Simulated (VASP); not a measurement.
# ZrTi3C4 (Pmmm) in VASP: notebook, part 2 of 2

VASP 6.6.1. Earlier steps stand in the parts before.

**3. Single point, PBE**

This run uses another cell than the first one, of 13.87 Å³/atom.

INCAR reads:

```
SYSTEM = ZrTi3C4
PREC = Accurate
ENCUT = 520
EDIFF = 1E-7
ISMEAR = 0
SIGMA = 0.1
LREAL = .FALSE.
LASPH = .TRUE.
NELM = 100
ALGO = Normal
ISIF = 2
LWAVE = .FALSE.
LCHARG = .FALSE.
GGA = PE
NBANDS = 42
```

KPOINTS reads:

```
Automatic mesh
0
G
  6 4 4
  0 0 0
```

POSCAR reads:

```
ZrTi3C4
1.0
    3.3979412100      0.0000000000      0.0000000000
    0.0000000000      4.8054145400      0.0000000000
    0.0000000000      0.0000000000      6.7958824200
Zr Ti C
1 3 4
Direct
    0.5000000000      0.5000000000      0.5000000000
    0.0000000000      0.0000000000      0.2500000000
    0.0000000000      0.0000000000      0.7500000000
    0.5000000000      0.5000000000      0.0000000000
    0.0000000000      0.5000000000      0.7500000000
    0.5000000000      0.0000000000      0.0000000000
    0.0000000000      0.5000000000      0.2500000000
    0.5000000000      0.0000000000      0.5000000000
```

Potentials or basis: VASP PAW PBE potentials, release 64 (Zr_sv, Ti_sv, C).

The run is started by

```console
$ cat potpaw_PBE.64/Zr_sv/POTCAR potpaw_PBE.64/Ti_sv/POTCAR potpaw_PBE.64/C/POTCAR > POTCAR
$ mpirun -np 1 vasp_std > vasp.out
```

OUTCAR:

```text
SYSTEM = ZrTi3C4
   PREC = Accurate
   ENCUT = 520
   EDIFF = 1E-7
   ISMEAR = 0
   LREAL = .FALSE.
   LASPH = .TRUE.
   NELM = 100
   ISIF = 2
   GGA = PE

 ion  position               nearest neighbor table
   1  0.500  0.500  0.500-   8 2.40   8 2.40   5 2.40   7 2.40   5 2.40   7 2.40   3 3.40   3 3.40
                             2 3.40   3 3.40   2 3.40   2 3.40   2 3.40   3 3.40   4 3.40   4 3.40
   2  0.000  0.000  0.250-   7 2.40   7 2.40   8 2.40   6 2.40   6 2.40   8 2.40   1 3.40   1 3.40
                             1 3.40   1 3.40
   3  0.000  0.000  0.750-   5 2.40   5 2.40   8 2.40   6 2.40   6 2.40   8 2.40   1 3.40   1 3.40
                             1 3.40   1 3.40
   4  0.500  0.500  0.000-   6 2.40   6 2.40   7 2.40   5 2.40   5 2.40   7 2.40   1 3.40   1 3.40

   5  0.000  0.500  0.750-   3 2.40   3 2.40   4 2.40   1 2.40   1 2.40   4 2.40
   6  0.500  0.000  0.000-   4 2.40   4 2.40   2 2.40   3 2.40   2 2.40   3 2.40
   7  0.000  0.500  0.250-   2 2.40   2 2.40   4 2.40   1 2.40   1 2.40   4 2.40
   8  0.500  0.000  0.500-   1 2.40   1 2.40   3 2.40   2 2.40   2 2.40   3 2.40

  LATTYP: Found a simple orthorhombic cell.
 ALAT       =     3.3979412100
 B/A-ratio  =     1.4142135614
 C/A-ratio  =     2.0000000000

  Lattice vectors:

 A1 = (   3.3979412100,   0.0000000000,   0.0000000000)
 A2 = (   0.0000000000,   4.8054145400,   0.0000000000)
 A3 = (   0.0000000000,   0.0000000000,   6.7958824200)

Analysis of symmetry for initial positions (statically):
=====================================================================
 Subroutine PRICEL returns:
 Original cell was already a primitive cell.

 Routine SETGRP: Setting up the symmetry group for a
 simple orthorhombic supercell.

 Subroutine GETGRP returns: Found  8 space group operations
 (whereof  8 operations were pure point group operations)
 out of a pool of  8 trial point group operations.

The static configuration has the point symmetry D_2h.

Analysis of symmetry for dynamics (positions and initial velocities):
=====================================================================
 Subroutine PRICEL returns:
 Original cell was already a primitive cell.

[... 148 lines left out ...]
   LEPSILON=     F    determine dielectric tensor
   LRPA    =     F    only Hartree local field effects (RPA)
 non-spin polarized calculation
 Gauss-broadening in eV      SIGMA  =   0.10
  energy-cutoff  :      520.00
  volume of cell :      110.97
 maximum number of plane-waves:      3020
 NGX is ok and might be reduce to    28
   NGX = 13   NGY = 17   NGZ = 25

 number of electron      63.9999999 magnetization

 Free energy of the ion-electron system (eV)
  ---------------------------------------------------
  ext. energy  EPLUGINS =         0.00000000
  ---------------------------------------------------
  free energy    TOTEN  =       -71.99528025 eV

  energy without entropy =      -71.98557261  energy(sigma->0) =      -71.99042643

 E-fermi :   6.7898     XC(G=0): -11.3261

 val. band max:        6.7408141375   @ k =   0.5000   0.0000   0.0000
 cond. band min:       6.8121738301   @ k =   0.0000   0.0000   0.2500
 fundamental gap:      0.0713596927
 Fermi energy:         6.7898338983

 k-point     1 :       0.0000    0.0000    0.0000
  band No.  band energies     occupation
      1     -50.5783      2.00000
      2     -50.5709      2.00000
      3     -50.5430      2.00000
      4     -41.6173      2.00000
      5     -26.8118      2.00000
      6     -26.8073      2.00000
[... 1069 lines left out ...]
     41       9.3349      0.00000
     42       9.7225      0.00000

 [... further k-points ...]

------------------------ aborting loop because EDIFF is reached ----------------------------------------

  FORCE on cell =-STRESS in cart. coord.  units (eV):
  Direction    XX          YY          ZZ          XY          YZ          ZX
  --------------------------------------------------------------------------------------
  -------------------------------------------------------------------------------------
  Total      -23.2162436    -23.7009714    -24.0459213      0.0000000      0.0000000      0.0000000
  in kB     -335.2045921   -342.2032690   -347.1837806      0.0000000      0.0000000      0.0000000
  external PRESSURE =    -341.5305472 kB  Pullay stress =       0.0000000 kB

 VOLUME and BASIS-vectors are now :
 -----------------------------------------------------------------------------
  energy-cutoff  :      520.00
  volume of cell :      110.97
      direct lattice vectors                 reciprocal lattice vectors
     3.397941210  0.000000000  0.000000000     0.294295851  0.000000000  0.000000000
     0.000000000  4.805414540  0.000000000     0.000000000  0.208098592  0.000000000
     0.000000000  0.000000000  6.795882420     0.000000000  0.000000000  0.147147925

 POSITION                                       TOTAL-FORCE (eV/Angst)
 -----------------------------------------------------------------------------------
      1.69897      2.40271      3.39794         0.000000      0.000000      0.000000
      0.00000      0.00000      1.69897         0.000000      0.000000     -0.339647
      0.00000      0.00000      5.09691         0.000000      0.000000      0.339647
      1.69897      2.40271      0.00000         0.000000      0.000000      0.000000
      0.00000      2.40271      5.09691         0.000000      0.000000      0.685529
      1.69897      0.00000      0.00000         0.000000      0.000000      0.000000
      0.00000      2.40271      1.69897         0.000000      0.000000     -0.685529
      1.69897      0.00000      3.39794         0.000000      0.000000      0.000000
 -----------------------------------------------------------------------------------
    total drift:                                0.000000      0.000000      0.000000

  FREE ENERGIE OF THE ION-ELECTRON SYSTEM (eV)
  ---------------------------------------------------
  free  energy   TOTEN  =       -71.9952802489 eV

  energy  without entropy=      -71.9855726059  energy(sigma->0) =      -71.99042643
```

stdout:

```text
POSCAR found type information on POSCAR ZrTiC
 POSCAR found :  3 types and       8 ions
 scaLAPACK will be used
 LDA part: xc-table for (Slater+PW92), standard interpolation
 POSCAR, INCAR and KPOINTS ok, starting setup
 FFT: planning ... GRIDC
 FFT: planning ... GRID_SOFT
 FFT: planning ... GRID
 WAVECAR not read
 entering main loop
```

It took 2.5 min on 1 thread of Intel Xeon 6975P-C (Granite Rapids), shared host; peak memory 0.29 GiB.

What came out:

* Free energy: -71.9953 eV
* Pressure: -34.2 GPa
* Largest force: 0.686 eV/Å
* Band gap on the k mesh: zero (bands 32 and 33 overlap by 0.88 eV)

Forces in eV/Å, atoms in the order of the input:
```
Zr   0.000  0.000  0.000
Ti   0.000  0.000 -0.340
Ti   0.000  0.000  0.340
Ti   0.000  0.000  0.000
C    0.000  0.000  0.686
C    0.000  0.000  0.000
C    0.000  0.000 -0.686
C    0.000  0.000  0.000
```

Stress tensor (GPa, compression positive):
```
-33.52   0.00   0.00
  0.00 -34.22   0.00
  0.00   0.00 -34.72
```

Caveat: the cell stands under tension.

**4. Relaxation of cell and atoms, PBE**

This run uses another cell than the first one, of 13.87 Å³/atom.

INCAR reads:

```
SYSTEM = ZrTi3C4
PREC = Accurate
ENCUT = 600
EDIFF = 1E-6
ISMEAR = 0
SIGMA = 0.1
LREAL = .FALSE.
LASPH = .TRUE.
NELM = 100
ALGO = Normal
ISIF = 3
LWAVE = .FALSE.
LCHARG = .FALSE.
GGA = PE
IBRION = 2
NSW = 90
EDIFFG = -0.04
```

KPOINTS is that of step 3.

POSCAR is that of step 3.

The run is started by

```console
$ cat potpaw_PBE.64/Zr_sv/POTCAR potpaw_PBE.64/Ti_sv/POTCAR potpaw_PBE.64/C/POTCAR > POTCAR
$ mpirun -np 1 vasp_std > vasp.out
```

Wall time 11 min (1 thread of Intel Xeon 6975P-C (Granite Rapids), shared host); peak memory 0.35 GiB.

It converged, with:

* Free energy: -75.1582 eV
* Relaxed volume: 10.95 Å³/atom
* Relaxed cell: a = 3.150 Å, b = 4.439 Å, c = 6.265 Å, α = 90.00°, β = 90.00°, γ = 90.00°
* Space group after relaxing (to 0.1 Å): Pmmm (No. 47)
* Energy gained by relaxing: 395.2 meV/atom
* Ionic steps: 9
* Pressure after relaxing: -0.1 GPa
* Largest force after relaxing: 0.035 eV/Å
* Band gap on the k mesh: zero (bands 32 and 33 overlap by 1.15 eV)

Forces on the atoms (eV/Å):
```
Zr   0.000  0.000  0.000
Ti   0.000  0.000 -0.035
Ti   0.000  0.000  0.035
Ti   0.000  0.000  0.000
C    0.000  0.000 -0.006
C    0.000  0.000  0.000
C    0.000  0.000  0.006
C    0.000  0.000  0.000
```

Stress tensor (GPa, compression positive):
```
-0.42  0.00  0.00
 0.00  0.13  0.00
 0.00  0.00 -0.05
```

Step by step:
| step | energy change (eV) | largest force (eV/Å) | pressure (GPa) | volume (Å³) |
| --- | --- | --- | --- | --- |
| 1 | 0.0000 | 0.6864 | -34.17 | 110.97 |
| 2 | 0.7840 | 1.8714 | 84.33 | 69.92 |
| 3 | -3.0500 | 1.2778 | -2.03 | 88.59 |
| 4 | -3.0570 | 1.2984 | -0.16 | 87.86 |
| 5 | -3.0570 | 1.3106 | 1.00 | 87.43 |
| 6 | -3.1576 | 0.1579 | 1.27 | 87.12 |
| 7 | -3.1591 | 0.0739 | 1.36 | 87.08 |
| 8 | -3.1591 | 0.0108 | -1.58 | 88.16 |
| 9 | -3.1618 | 0.0347 | -0.11 | 87.61 |

Final structure:
```xyz
8
Lattice="3.1502 0.0000 0.0000 0.0000 4.4395 0.0000 0.0000 0.0000 6.2647" Properties=species:S:1:pos:R:3 pbc="T T T"
Zr    1.5751    2.2197    3.1324
Ti    0.0000    0.0000    1.5294
Ti    0.0000    0.0000    4.7353
Ti    1.5751    2.2197    0.0000
C     0.0000    2.2197    4.7789
C     1.5751    0.0000    0.0000
C     0.0000    2.2197    1.4858
C     1.5751    0.0000    3.1324
```

Levels at points of the mesh, in eV from the Fermi level:
| k point | band 30 | band 31 | band 32 | band 33 | band 34 | band 35 |
| --- | --- | --- | --- | --- | --- | --- |
| (0.00, 0.00, 0.00) | 0.07 | 0.73 | 0.80 | 0.81 | 1.44 | 1.50 |
| (0.50, 0.00, 0.00) | -1.56 | -0.21 | 0.03 | 0.06 | 0.39 | 1.95 |
| (0.00, 0.50, 0.00) | -0.50 | -0.45 | -0.40 | -0.35 | -0.24 | 2.02 |
| (0.50, 0.50, 0.00) | -2.50 | -2.47 | -2.46 | 2.56 | 2.60 | 2.68 |
| (0.00, 0.00, 0.50) | -1.26 | -1.02 | -0.84 | 1.01 | 1.25 | 1.34 |
| (0.50, 0.00, 0.50) | -1.58 | -1.46 | -1.13 | 0.94 | 0.99 | 1.25 |
| (0.00, 0.50, 0.50) | -1.97 | -1.88 | -1.86 | 1.35 | 1.59 | 1.73 |
| (0.50, 0.50, 0.50) | -2.34 | -2.16 | -2.06 | 2.38 | 2.42 | 2.51 |

Caveat: the volume moved by over 15 % at a fixed basis, so the end points are rough.

**5. Single point, PBE**

INCAR reads:

```
SYSTEM = ZrTi3C4
PREC = Accurate ; ENCUT = 520
EDIFF = 1E-6 ; ISMEAR = 0
SIGMA = 0.1 ; LREAL = .False.
LASPH = .True. ; NELM = 80
ALGO = Normal ; ISIF = 2
LWAVE = .False. ; LCHARG = .True.
GGA = PE ; LELF = .True.
LVHAR = .True. ; NBANDS = 42
```

KPOINTS reads:

```
Automatic mesh
0
Gamma
  12 8 6
  0 0 0
```

POSCAR reads:

```
ZrTi3C4
1.0
    3.1379049174      0.0000000000      0.0000000000
    0.0000000000      4.4470503379      0.0000000000
    0.0000000000      0.0000000000      6.2747390930
Zr Ti C
1 3 4
Direct
    0.5000000000      0.5000000000      0.5000000000
    0.0000000000      0.0000000000      0.2441250722
    0.0000000000      0.0000000000      0.7558749278
    0.5000000000      0.5000000000      0.0000000000
    0.0000000000      0.5000000000      0.7628407663
    0.5000000000      0.0000000000      0.0000000000
    0.0000000000      0.5000000000      0.2371592337
    0.5000000000      0.0000000000      0.5000000000
```

The run is started by

```console
$ cat potpaw_PBE.64/Zr_sv/POTCAR potpaw_PBE.64/Ti_sv/POTCAR potpaw_PBE.64/C/POTCAR > POTCAR
$ mpirun -np 1 vasp_std > vasp.out
```

Run time: 4.3 min. Hardware: 1 thread of Intel Xeon 6975P-C (Granite Rapids), shared host; peak memory 0.51 GiB.

Results (log left out):

| Item | Value |
| --- | --- |
| Free energy | -75.1100 eV |
| Pressure | 0.2 GPa |
| Band gap on the k mesh | zero (bands 32 and 33 overlap by 1.09 eV) |

Forces in eV/Å, atoms in the order of the input:
```
Zr   0.000  0.000  0.000
Ti   0.000  0.000  0.000
Ti   0.000  0.000  0.000
Ti   0.000  0.000  0.000
C    0.000  0.000  0.003
C    0.000  0.000  0.000
C    0.000  0.000 -0.003
C    0.000  0.000  0.000
```

Levels at points of the mesh, in eV from the Fermi level:
```tsv
k point	band 28	band 29	band 30	band 31	band 32	band 33	band 34	band 35	band 36	band 37
(0.00, 0.00, 0.00)	-1.65	-0.04	-0.02	0.70	0.71	0.72	1.39	1.41	1.43	1.74
(0.50, 0.00, 0.00)	-2.36	-1.65	-1.63	-0.28	-0.04	-0.02	0.32	1.89	2.50	2.61
(0.00, 0.50, 0.00)	-2.76	-0.66	-0.58	-0.48	-0.47	-0.38	-0.31	1.95	2.45	2.71
(0.50, 0.50, 0.00)	-2.75	-2.67	-2.56	-2.55	-2.51	2.48	2.51	2.60	2.66	2.66
(0.00, 0.00, 0.50)	-1.74	-1.35	-1.31	-1.12	-0.93	0.97	1.17	1.30	1.60	1.75
(0.50, 0.00, 0.50)	-1.82	-1.77	-1.66	-1.56	-1.22	0.88	0.93	1.18	1.37	2.89
(0.00, 0.50, 0.50)	-2.36	-2.06	-2.02	-1.92	-1.89	1.27	1.51	1.66	2.09	2.44
(0.50, 0.50, 0.50)	-2.82	-2.42	-2.40	-2.23	-2.13	2.30	2.33	2.44	2.52	2.54
```

**6. Summary**

| task | cell | k mesh | cutoff (eV) | gap on the mesh (eV) | pressure (GPa) | largest force (eV/Å) |
| --- | --- | --- | --- | --- | --- | --- |
| single point | a = 3.147, b = 4.442, c = 6.267 Å, 8 atoms, atomic positions A | 6 × 4 × 4 | 520 | none | 0.1 | 0.01 |
| single point | a = 3.398, b = 4.805, c = 6.796 Å, 8 atoms, atomic positions B | 6 × 4 × 4 | 520 | none | -34.2 | 0.69 |
| relaxation of cell and atoms | relaxed from a = 3.398, b = 4.805, c = 6.796 Å, 8 atoms, atomic positions B | 6 × 4 × 4 | 600 | none | -0.1 | 0.03 |
| single point | a = 3.138, b = 4.447, c = 6.275 Å, 8 atoms, atomic positions C | 12 × 8 × 6 | 520 | none | 0.2 | - |

Alike in all rows: level PBE; potentials or basis VASP PAW PBE potentials, release 64 (Zr_sv, Ti_sv, C); no spin polarisation; smearing gaussian 0.1 eV.

Caveats: the cell stands under tension (at least some runs); the volume moved by over 15 % at a fixed basis, so the end points are rough (at least some runs).

Total energies depend on the potentials used, so only differences within one code and one set of settings carry meaning.

The gap in the log of VASP goes by the Fermi energy; the results here count the filled bands.